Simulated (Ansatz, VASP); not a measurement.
**One calculation of C17O, two programs**

File INCAR:

```
ALGO = Normal
DIPOL = 0.5 0.5 0.311
EDIFF = 1E-7
ENCUT = 520
GGA = PE
IDIPOL = 3
ISIF = 2
ISMEAR = 0
IVDW = 12
LASPH = T
LCHARG = F
LDIPOL = T
LREAL = Auto
LWAVE = F
NBANDS = 52
NELM = 60
PREC = Accurate
SIGMA = 0.05
```

The input KPOINTS:

```
k-points
0
Gamma
  6 6 1
```

POSCAR

```
C17O
1.0
    4.9298867130      0.0000000000      0.0000000000
   -0.0081547558      4.4132984516      0.0000000000
    0.0000000000      0.0000000000     23.6650337471
C O
17 1
Direct
    0.3745684085      0.7405378974      0.1690257467
    0.8745684085      0.7405378974      0.1690257467
    0.1243974091      0.6365956441      0.1920114160
    0.6243974091      0.6365956441      0.1920114160
    0.1240513173      0.4291046681      0.2380452569
    0.6240513173      0.4291046681      0.2380452569
    0.3738803179      0.3251624149      0.2610309261
    0.8738803179      0.3251624149      0.2610309261
    0.3735338584      0.1126520408      0.3070664644
    0.8735338584      0.1126520408      0.3070664644
    0.1233638388      0.0072945126      0.3289983678
    0.6233638388      0.0072945126      0.3289983678
    0.1229920122      0.7810454900      0.3748118563
    0.6229920122      0.7810454900      0.3748118563
    0.3728273188      0.6826774530      0.3936201337
    0.8728273188      0.6826774530      0.3936201337
    0.7478273188      0.6826774530      0.5563074149
    0.7478273188      0.6826774530      0.5077125127
```

Input for Ansatz:

```yaml
crystal:
  lattice:
    - [4.929886713, 0.0, 0.0]
    - [-0.0081547558, 4.4132984516, 0.0]
    - [0.0, 0.0, 23.6650337471]
  atoms:
    - { symbol: C, position: [0.3745684085, 0.7405378974, 0.1690257467] }
    - { symbol: C, position: [0.8745684085, 0.7405378974, 0.1690257467] }
    - { symbol: C, position: [0.1243974091, 0.6365956441, 0.192011416] }
    - { symbol: C, position: [0.6243974091, 0.6365956441, 0.192011416] }
    - { symbol: C, position: [0.1240513173, 0.4291046681, 0.2380452569] }
    - { symbol: C, position: [0.6240513173, 0.4291046681, 0.2380452569] }
    - { symbol: C, position: [0.3738803179, 0.3251624149, 0.2610309261] }
    - { symbol: C, position: [0.8738803179, 0.3251624149, 0.2610309261] }
    - { symbol: C, position: [0.3735338584, 0.1126520408, 0.3070664644] }
    - { symbol: C, position: [0.8735338584, 0.1126520408, 0.3070664644] }
    - { symbol: C, position: [0.1233638388, 0.0072945126, 0.3289983678] }
    - { symbol: C, position: [0.6233638388, 0.0072945126, 0.3289983678] }
    - { symbol: C, position: [0.1229920122, 0.78104549, 0.3748118563] }
    - { symbol: C, position: [0.6229920122, 0.78104549, 0.3748118563] }
    - { symbol: C, position: [0.3728273188, 0.682677453, 0.3936201337] }
    - { symbol: C, position: [0.8728273188, 0.682677453, 0.3936201337] }
    - { symbol: O, position: [0.7478273188, 0.682677453, 0.5077125127] }
    - { symbol: C, position: [0.7478273188, 0.682677453, 0.5563074149] }
basis:
  ecutwfc: 420
kpoints:
  mp_grid: { grid: [6, 6, 1] }
hamiltonian:
  xc: pbe
  pseudopotentials: { kind: paw, azcp: { folder: soft_1 } }
  dispersion: d3bj
scf:
  occupations: { method: gaussian, width: 0.05 }
output:
  forces: true
  eigenvalues: true
efield:
  axis: 3
  dipole_correction: true
  ramp_width: 0.04
```

Alike in both runs: task single point; functional PBE; dispersion D3(BJ); k mesh 6 × 6 × 1; occupations gaussian, width 0.05 eV; no spin polarisation.

|  | VASP | Ansatz |
| --- | --- | --- |
| version | VASP 6.6.1 | Ansatz 0.2.0 |
| potentials or method | VASP PAW PBE potentials, release 64 (C, O), cutoff 520 eV | scalar-relativistic, plane waves, PAW |
| valence electrons in the cell | 74 | 74 |

VASP gave:

| Item | Value |
| --- | --- |
| gap on the k mesh at the Fermi level (eV) | none |
| rms of the force components (eV/Å) | 0.742 |

**Question.** Which values does Ansatz return?

**Answer.** gap on the k mesh at the Fermi level (eV): none; rms of the force components (eV/Å): 0.795.

A gap of «none» marks a metal or a gap that the smearing closes.

Noted on VASP's run: the standard files for N, O and F lose accuracy on very short bonds.
